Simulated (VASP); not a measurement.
MgB2:

```xyz
3
Lattice="3.0220 0.0000 0.0000 -1.5110 2.6171 0.0000 0.0000 0.0000 3.4511" Properties=species:S:1:pos:R:3 pbc="T T T"
Mg    0.0000    0.0000    0.0000
B     1.5110    0.8724    1.7255
B     0.0000    1.7448    1.7255
```

Base run:

```yaml
Program: VASP 6.6.1
Functional: r2SCAN
Potentials_or_basis: VASP PAW PBE potentials, release 64 (Mg, B)
Cutoff: 520 eV
k_mesh: 10 × 10 × 8
Occupations: fermi-dirac, width 0.05 eV
Spin: no spin polarisation
```

Its results: band gap on the k mesh zero (band 4 reaches 6.92 eV, above the bottom of band 5 at 4.26 eV); pressure 7.8 GPa.

Task: The run is repeated on the same cell with these changes: functional from r2SCAN to LDA; potentials or basis from VASP PAW PBE potentials, release 64 (Mg, B) to VASP PAW LDA potentials, release 64 (Mg, B). What comes out?

Result: Band gap on the k mesh zero (band 4 reaches 6.81 eV, above the bottom of band 5 at 4.26 eV); pressure 1.4 GPa.

Caveats: the PAW data sets were made with another functional, which shifts forces and pressure a little (some runs).
